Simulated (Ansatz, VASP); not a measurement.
Ge in VASP and in Ansatz

```
CELL_PARAMETERS angstrom
3.99697 0.00000 0.00000
-1.99848 3.46148 0.00000
0.00000 0.00000 6.59637
ATOMIC_POSITIONS crystal
Ge 0.66667 0.33333 0.06291
Ge 0.33333 0.66667 0.56291
Ge 0.66667 0.33333 0.43709
Ge 0.33333 0.66667 0.93709
```

Alike in both runs: functional PBEsol; k mesh 12 × 12 × 6; occupations gaussian, width 0.1 eV; no spin polarisation.

Ansatz relaxed the structure, and its values are those at the end. VASP's run is a single point on that final structure, the one shown.

|  | VASP | Ansatz |
| --- | --- | --- |
| version | VASP 6.6.1 | Ansatz 0.2.0 |
| potentials or method | VASP PAW PBE potentials, release 64 (Ge_d), cutoff 520 eV | scalar-relativistic, plane waves, PAW |
| valence electrons in the cell | 56 | 56 |

|  | VASP | Ansatz | Ansatz less VASP |
| --- | --- | --- | --- |
| gap on the k mesh at the Fermi level (eV) | none | none | - |
| pressure (GPa) | -0.1 | 0.0 | +0.12 |

VASP's potentials were made for PBE, not for PBEsol. A gap of «none» marks a metal or a gap that the smearing closes.
